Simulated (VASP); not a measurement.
# P (Cmce) in VASP: a series of runs

Runs on P. Level: PBE+D3(BJ). Tasks: single point, relaxation of cell and atoms.

Everything below comes from runs of VASP 6.6.1. Logs are shortened: lines on timing, memory, paths and dates and some standing lists are left out, and cuts for length are marked.

**1. The cell of the first run**

The structure is orthorhombic, space group Cmce (No. 64). The conventional cell has a = 3.322 Å, b = 10.193 Å, c = 4.163 Å, α = 90.00°, β = 90.00°, γ = 90.00°. P (site symmetry m) has 3 P at 2.23 to 2.25 Å within 2.9 Å.

**2. Single point, PBE+D3(BJ)**

File INCAR:

```
SYSTEM = P
ALGO = Normal ; EDIFF = 1E-6
ENCUT = 520 ; GGA = PE
ISIF = 2 ; ISMEAR = 0
IVDW = 12 ; LASPH = .TRUE.
LCHARG = .FALSE. ; LREAL = .FALSE.
LWAVE = .FALSE. ; NBANDS = 18
NELM = 60 ; PREC = Accurate
SIGMA = 0.01
```

File KPOINTS:

```
k-points
0
G
  12 12 8
  0 0 0
```

File POSCAR:

```
P
1.0
    1.6611574994     -5.0966203772      0.0000000000
    1.6611574994      5.0966203772      0.0000000000
    0.0000000000      0.0000000000      4.1631296826
P
4
Direct
    0.3935809137      0.6064190863      0.9281781834
    0.6064190863      0.3935809137      0.0718218166
    0.1064190863      0.8935809137      0.4281781834
    0.8935809137      0.1064190863      0.5718218166
```

Potentials or basis: VASP PAW PBE potentials, release 64 (P).

The run is started by

```console
cat potpaw_PBE.64/P/POTCAR > POTCAR
mpirun -np 1 vasp_std > vasp.out
```

OUTCAR:

```text
SYSTEM = P
   EDIFF = 1E-6
   ENCUT = 520
   GGA = PE
   ISIF = 2
   ISMEAR = 0
   IVDW = 12
   LASPH = .TRUE.
   LREAL = .FALSE.
   NELM = 60
   PREC = Accurate
 IVDW          = 12

 ion  position               nearest neighbor table
   1  0.394  0.606  0.928-   4 2.23   4 2.23   2 2.25
   2  0.606  0.394  0.072-   3 2.23   3 2.23   1 2.25
   3  0.106  0.894  0.428-   2 2.23   2 2.23   4 2.25
   4  0.894  0.106  0.572-   1 2.23   1 2.23   3 2.25

  LATTYP: Found a base centered orthorhombic cell.
 ALAT       =     3.3223149988
 B/A-ratio  =     3.0681138778
 C/A-ratio  =     1.2530809644

  Lattice vectors:

 A1 = (   1.6611574994,  -5.0966203772,   0.0000000000)
 A2 = (   1.6611574994,   5.0966203772,   0.0000000000)
 A3 = (   0.0000000000,   0.0000000000,   4.1631296826)

Analysis of symmetry for initial positions (statically):
=====================================================================
 Subroutine PRICEL returns:
 Original cell was already a primitive cell.

 Routine SETGRP: Setting up the symmetry group for a
 base centered orthorhombic supercell.

 Subroutine GETGRP returns: Found  8 space group operations
 (whereof  4 operations were pure point group operations)
 out of a pool of  8 trial point group operations.

The static configuration has the point symmetry C_2h.
 The point group associated with its full space group is D_2h.

Analysis of symmetry for dynamics (positions and initial velocities):
=====================================================================
 Subroutine PRICEL returns:
 Original cell was already a primitive cell.

 Routine SETGRP: Setting up the symmetry group for a
 base centered orthorhombic supercell.

 Subroutine GETGRP returns: Found  8 space group operations
 (whereof  4 operations were pure point group operations)
 out of a pool of  8 trial point group operations.

The dynamic configuration has the point symmetry C_2h.
 The point group associated with its full space group is D_2h.

 Subroutine INISYM returns: Found  8 space group operations
 (whereof  4 operations are pure point group operations),
 and found     1 'primitive' translations

----------------------------------------------------------------------------------------

                                     Primitive cell

  volume of cell :      70.4925

  direct lattice vectors                    reciprocal lattice vectors
     1.661157499 -5.096620377  0.000000000     0.300994939 -0.098104227  0.000000000
     1.661157499  5.096620377  0.000000000     0.300994939  0.098104227  0.000000000
     0.000000000  0.000000000  4.163129683     0.000000000  0.000000000  0.240203903

  length of vectors
     5.360502169  5.360502169  4.163129683     0.316579204  0.316579204  0.240203903

  position of ions in fractional coordinates (direct lattice)
     0.393580914  0.606419086  0.928178183
     0.606419086  0.393580914  0.071821817
     0.106419086  0.893580914  0.428178183
     0.893580914  0.106419086  0.571821817

  ion indices of the primitive-cell ions
   primitive index   ion index
                 1           1
                 2           2
                 3           3
                 4           4

----------------------------------------------------------------------------------------

 KPOINTS: k-points

Automatic generation of k-mesh.
 Grid dimensions read from file:
 generate k-points for:   12   12    8

 Generating k-lattice:

  Cartesian coordinates                     Fractional coordinates (reciprocal lattice)
     0.025082912 -0.008175352  0.000000000     0.083333333  0.000000000  0.000000000
     0.025082912  0.008175352  0.000000000     0.000000000  0.083333333  0.000000000
     0.000000000  0.000000000  0.030025488     0.000000000  0.000000000  0.125000000

  Length of vectors
     0.026381600  0.026381600  0.030025488

  Shift w.r.t. Gamma in fractional coordinates (k-lattice)
     0.000000000  0.000000000  0.000000000

 Subroutine IBZKPT returns following result:
 ===========================================

 Found    215 irreducible k-points:

 Following reciprocal coordinates:
            Coordinates               Weight
  0.000000  0.000000  0.000000      1.000000
  0.083333 -0.000000  0.000000      4.000000
  0.166667  0.000000  0.000000      4.000000
  0.250000 -0.000000  0.000000      4.000000
  0.333333 -0.000000  0.000000      4.000000
  0.416667  0.000000  0.000000      4.000000
[... 16 lines left out ...]
  0.500000  0.166667  0.000000      4.000000
 -0.416667  0.166667  0.000000      4.000000
 [... further k-points ...]
   k-points           NKPTS =    215   k-points in BZ     NKDIM =    215   number of bands    NBANDS=     18
   number of dos      NEDOS =    301   number of ions     NIONS =      4
   total plane-waves  NPLWV =  51200
   dimension x,y,z NGX =    40 NGY =   40 NGZ =   32
   dimension x,y,z NGXF=    80 NGYF=   80 NGZF=   64
   ions per type =               4
   NGX,Y,Z   is equivalent  to a cutoff of  12.41, 12.41, 12.78 a.u.
   NGXF,Y,Z  is equivalent  to a cutoff of  24.81, 24.81, 25.56 a.u.
 SYSTEM =  P
   PREC   = accura    normal or accurate (medium, high low for compatibility)
   ISTART =      0    job   : 0-new  1-cont  2-samecut
   ICHARG =      2    charge: 1-file 2-atom 10-const
   ISPIN  =      1    spin polarized calculation?
   LNONCOLLINEAR =      F non collinear calculations
   LSORBIT =      F    spin-orbit coupling
   LASPH  =      T    aspherical Exc in radial PAW
   ENCUT  =  520.0 eV  38.22 Ry    6.18 a.u.   9.97  9.97  7.74*2*pi/ulx,y,z
   NELM   =     60;   NELMIN=  2; NELMDL= -5     # of ELM steps
   EDIFF  = 0.1E-05   stopping-criterion for ELM
   LREAL  =      F    real-space projection
   EDIFFG = 0.1E-04   stopping-criterion for IOM
   NSW    =      0    number of steps for IOM
   IBRION =     -1    ionic relax: 0-MD 1-quasi-New 2-CG
   NFREE  =      0    steps in history (QN), initial steepest desc. (CG)
   ISIF   =      2    stress and relaxation
   ISYM   =      2    0-nonsym 1-usesym 2-fastsym
   POTIM  = 0.5000    time-step for ionic-motion
   TEBEG  =    0.0;   TEEND  =   0.0 temperature during run
   PSTRESS=    0.0 pullay stress
   NELECT =      20.0000    total number of electrons
   NUPDOWN=      -1.0000    fix difference up-down
   EMIN   =  10.00;   EMAX   =-10.00  energy-range for DOS
   EFERMI =   0.00;   METHOD = LEGACY
   ISMEAR =     0;   SIGMA  =   0.01  broadening in eV -4-tet -1-fermi 0-gaus
   EFERMI_NEDOS =   21; number of points for ismear=-14 and -15
   IALGO  =     38    algorithm
   IMIX   =      4    mixing-type and parameters
     AMIX     =   0.40;   BMIX     =  1.00
     AMIX_MAG =   1.60;   BMIX_MAG =  1.00
  volume/ion in A,a.u.               =      17.62       118.93
  Fermi-wavevector in a.u.,A,eV,Ry     =   1.075731  2.032837 15.744633  1.157198
  Thomas-Fermi vector in A             =   2.211596
   LORBIT       =      0    0 simple, 1 ext, 2 COOP (PROOUT), +10 PAW based schemes
   GGA     = PE    functional components
   LHFCALC =     F    Hartree Fock is set to
   AEXX    =    0.0000 exact exchange contribution
   IVDW    =    12    specifies the selected vdW correction
   LEPSILON=     F    determine dielectric tensor
   LRPA    =     F    only Hartree local field effects (RPA)
 non-spin polarized calculation
 Gauss-broadening in eV      SIGMA  =   0.01
  energy-cutoff  :      520.00
  volume of cell :       70.49
 maximum number of plane-waves:      1916
   NGX = 19   NGY = 19   NGZ = 15

 number of electron      19.9999998 magnetization

 Free energy of the ion-electron system (eV)
  ---------------------------------------------------
  ext. energy  EPLUGINS =         0.00000000
  ---------------------------------------------------
  free energy    TOTEN  =       -21.37503932 eV

  energy without entropy =      -21.37502874  energy(sigma->0) =      -21.37503403

 E-fermi :   7.4398     XC(G=0): -10.2684

 val. band max:        7.4319191059   @ k =  -0.4167   0.4167   0.0000
 cond. band min:       7.4476212557   @ k =  -0.3333   0.3333   0.0000
 fundamental gap:      0.0157021497
 Fermi energy:         7.4397693830

 k-point     1 :       0.0000    0.0000    0.0000
  band No.  band energies     occupation
      1      -8.5907      2.00000
      2      -5.2405      2.00000
      3      -1.7221      2.00000
      4       0.1113      2.00000
      5       2.3053      2.00000
      6       3.1554      2.00000
[... 10 lines left out ...]
     17      14.6261      0.00000
     18      14.8619      0.00000

 k-point     2 :       0.0833   -0.0000    0.0000
  band No.  band energies     occupation
      1      -8.5027      2.00000
      2      -5.1716      2.00000
      3      -1.7979      2.00000
      4       0.2041      2.00000
      5       2.3874      2.00000
      6       2.7315      2.00000
[... 10 lines left out ...]
     17      13.8115      0.00000
     18      14.5024      0.00000

 k-point     3 :       0.1667    0.0000    0.0000
  band No.  band energies     occupation
      1      -8.2397      2.00000
      2      -4.9639      2.00000
      3      -2.0899      2.00000
      4       0.4782      2.00000
      5       1.6985      2.00000
      6       2.3088      2.00000
[... 10 lines left out ...]
     17      12.4426      0.00000
     18      14.3860      0.00000

 k-point     4 :       0.2500   -0.0000    0.0000
  band No.  band energies     occupation
      1      -7.8054      2.00000
      2      -4.6148      2.00000
      3      -2.7047      2.00000
      4       0.4946      2.00000
      5       0.9180      2.00000
      6       1.9400      2.00000
[... 375 lines left out ...]
      4      -1.3680      2.00000
      5       2.1663      2.00000
      6       2.5536      2.00000
[... 10 lines left out ...]
     17      14.4378      0.00000
     18      14.5875      0.00000

 k-point    23 :       0.5000    0.1667    0.0000
  band No.  band energies     occupation
      1      -7.0411      2.00000
      2      -4.5537      2.00000
      3      -3.6963      2.00000
      4      -0.3291      2.00000
      5       1.9745      2.00000
      6       2.0538      2.00000
[... 10 lines left out ...]
     17      14.2300      0.00000
     18      14.6598      0.00000

 k-point    24 :      -0.4167    0.1667    0.0000
  band No.  band energies     occupation
      1      -7.6492      2.00000
      2      -5.0393      2.00000
      3      -2.7530      2.00000
      4       0.7243      2.00000
      5       1.4638      2.00000
      6       1.9642      2.00000
[... 10 lines left out ...]
     17      12.7450      0.00000
     18      13.5560      0.00000

 [... further k-points ...]

------------------------ aborting loop because EDIFF is reached ----------------------------------------

 Edisp (eV)   -1.59321

 E8    (eV) :    -0.6033

  FORCE on cell =-STRESS in cart. coord.  units (eV):
  Direction    XX          YY          ZZ          XY          YZ          ZX
  --------------------------------------------------------------------------------------
  -------------------------------------------------------------------------------------
  Total      -0.17539    -0.15619    -0.14765     0.00000     0.00000     0.00000
  in kB      -3.98634    -3.55003    -3.35587     0.00000     0.00000     0.00000
  external pressure =       -3.63 kB  Pullay stress =        0.00 kB

 VOLUME and BASIS-vectors are now :
 -----------------------------------------------------------------------------
  energy-cutoff  :      520.00
  volume of cell :       70.49
      direct lattice vectors                 reciprocal lattice vectors
     1.661157499 -5.096620377  0.000000000     0.300994939 -0.098104227  0.000000000
     1.661157499  5.096620377  0.000000000     0.300994939  0.098104227  0.000000000
     0.000000000  0.000000000  4.163129683     0.000000000  0.000000000  0.240203903

 POSITION                                       TOTAL-FORCE (eV/Angst)
 -----------------------------------------------------------------------------------
      1.66116      1.08476      3.86413         0.000000     -0.039723     -0.043308
      1.66116     -1.08476      0.29900         0.000000      0.039723      0.043308
      1.66116      4.01187      1.78256         0.000000      0.039723     -0.043308
      1.66116     -4.01187      2.38057         0.000000     -0.039723      0.043308
 -----------------------------------------------------------------------------------
    total drift:                               -0.000000     -0.000000      0.000000

  FREE ENERGIE OF THE ION-ELECTRON SYSTEM (eV)
  ---------------------------------------------------
  free  energy   TOTEN  =       -22.9682490003 eV

  energy  without entropy=      -22.9682384185  energy(sigma->0) =      -22.96824371
```

Wall time 83 s (1 thread of Intel Xeon 6975P-C (Granite Rapids), shared host); peak memory 0.34 GiB.

Results:

| Quantity | Value |
| --- | --- |
| Free energy | -22.9682 eV |
| Pressure | -0.4 GPa |
| Largest force | 0.059 eV/Å |
| Band gap on the k mesh | zero (bands 10 and 11 overlap by 0.18 eV) |
| Dispersion energy per atom | -0.398 eV |

Forces on the atoms (eV/Å):
```
P    0.000 -0.040 -0.043
P    0.000  0.040  0.043
P    0.000  0.040 -0.043
P    0.000 -0.040  0.043
```

Levels at points of the mesh, in eV from the Fermi level:
| k point | band 8 | band 9 | band 10 | band 11 | band 12 | band 13 |
| --- | --- | --- | --- | --- | --- | --- |
| (0.00, 0.00, 0.00) | -2.89 | -2.69 | -1.40 | 1.01 | 1.22 | 1.87 |
| (0.50, 0.00, 0.00) | -3.23 | -2.69 | -2.69 | 0.78 | 0.78 | 1.07 |
| (0.50, 0.50, 0.00) | -2.19 | -1.85 | -0.40 | 0.43 | 0.64 | 2.45 |
| (0.00, 0.00, 0.50) | -3.11 | -0.89 | -0.89 | 1.44 | 1.44 | 2.18 |
| (0.50, 0.00, 0.50) | -5.78 | -2.13 | -2.13 | 1.58 | 1.58 | 4.74 |
| (0.50, 0.50, 0.50) | -2.44 | -1.27 | -1.27 | 1.30 | 1.30 | 2.71 |

**3. Relaxation of cell and atoms, PBE+D3(BJ)**

This run uses another cell than the first one, of 20.46 Å³/atom.

File INCAR:

```
PREC = Accurate ; ENCUT = 600
EDIFF = 1E-7 ; ISMEAR = 0
SIGMA = 0.01 ; LREAL = False
LASPH = True ; NELM = 100
ALGO = Normal ; ISIF = 3
LWAVE = False ; LCHARG = False
GGA = PE ; IVDW = 12
IBRION = 2 ; NSW = 100
EDIFFG = -0.005
```

File KPOINTS:

```
regular mesh
0
Gamma
  12 12 8
```

File POSCAR:

```
P
1.0
    1.6477431241     -5.4650377251      0.0000000000
    1.6477431241      5.4650377251      0.0000000000
    0.0000000000      0.0000000000      4.5436355900
P
4
Direct
    0.4041431300      0.5958568700      0.9111848300
    0.5958568700      0.4041431300      0.0888151700
    0.0958568700      0.9041431300      0.4111848300
    0.9041431300      0.0958568700      0.5888151700
```

Potentials or basis: VASP PAW PBE potentials, release 64 (P).

The run is started by

```console
cat potpaw_PBE.64/P/POTCAR > POTCAR
mpirun -np 1 vasp_std > vasp.out
```

Run time: 25 min. Hardware: 1 thread of Intel Xeon 6975P-C (Granite Rapids), shared host; peak memory 0.46 GiB.

It converged, with:

| Property | Result |
| --- | --- |
| Free energy | -22.9698 eV |
| Relaxed volume | 17.68 Å³/atom |
| Relaxed cell | a = 5.362 Å, b = 5.362 Å, c = 4.184 Å, α = 90.00°, β = 90.00°, γ = 143.99° |
| Space group after relaxing (to 0.1 Å) | Cmce (No. 64) |
| Energy gained by relaxing | 29.6 meV/atom |
| Ionic steps | 20 |
| Pressure after relaxing | 0.0 GPa |
| Band gap on the k mesh | zero (bands 10 and 11 overlap by 0.13 eV) |
| Dispersion energy per atom | -0.397 eV |

Step by step:
| step | energy change (eV) | largest force (eV/Å) | pressure (GPa) | volume (Å³) |
| --- | --- | --- | --- | --- |
| 1 | 0.0000 | 0.3015 | -1.09 | 81.83 |
| 2 | -0.0223 | 0.2397 | -0.49 | 80.20 |
| 3 | -0.0316 | 0.3200 | 0.29 | 78.27 |
| 4 | -0.0455 | 0.2365 | 0.13 | 77.59 |
| 5 | -0.0737 | 0.0630 | -0.34 | 75.56 |
| 6 | -0.0651 | 0.3748 | -0.94 | 71.55 |
| 7 | -0.0809 | 0.1660 | -0.57 | 73.90 |
| 8 | -0.0972 | 0.1279 | -0.50 | 72.89 |
| 9 | -0.1151 | 0.0663 | -0.16 | 70.88 |
| 10 | -0.1167 | 0.0598 | 0.05 | 70.07 |
| 11 | -0.1167 | 0.0596 | 0.03 | 70.15 |
| 12 | -0.1172 | 0.0363 | 0.05 | 70.29 |
| 13 | -0.1177 | 0.0210 | 0.10 | 70.53 |
| 14 | -0.1177 | 0.0261 | 0.11 | 70.57 |
| 15 | -0.1179 | 0.0183 | -0.07 | 70.72 |
| 16 | -0.1179 | 0.0201 | -0.14 | 70.78 |
| 17 | -0.1181 | 0.0131 | -0.09 | 70.75 |
| 18 | -0.1183 | 0.0050 | -0.01 | 70.72 |
| 19 | -0.1183 | 0.0034 | 0.02 | 70.70 |
| 20 | -0.1183 | 0.0012 | -0.02 | 70.72 |

Final structure:
```
P
1.0
     1.65741   -5.09970    0.00000
     1.65741    5.09970    0.00000
     0.00000    0.00000    4.18353
P
4
Direct
  0.39403 0.60597 0.92698
  0.60597 0.39403 0.07302
  0.10597 0.89403 0.42698
  0.89403 0.10597 0.57302
```

Levels at points of the mesh, in eV from the Fermi level:
```tsv
k point	band 6	band 7	band 8	band 9	band 10	band 11	band 12	band 13	band 14
(0.00, 0.00, 0.00)	-4.32	-4.12	-2.92	-2.69	-1.43	0.95	1.20	1.87	3.38
(0.50, 0.00, 0.00)	-5.10	-3.28	-3.28	-2.71	-2.71	0.79	0.79	1.04	1.04
(0.50, 0.50, 0.00)	-5.33	-4.39	-2.21	-1.83	-0.37	0.44	0.60	2.43	3.10
(0.00, 0.00, 0.50)	-5.18	-3.14	-3.14	-0.95	-0.95	1.45	1.45	2.23	2.23
(0.50, 0.00, 0.50)	-5.92	-5.80	-5.80	-2.13	-2.13	1.58	1.58	4.63	4.63
(0.50, 0.50, 0.50)	-3.22	-2.48	-2.48	-1.32	-1.32	1.31	1.31	2.70	2.70
```

The gap in the log of VASP goes by the Fermi energy; the results here count the filled bands.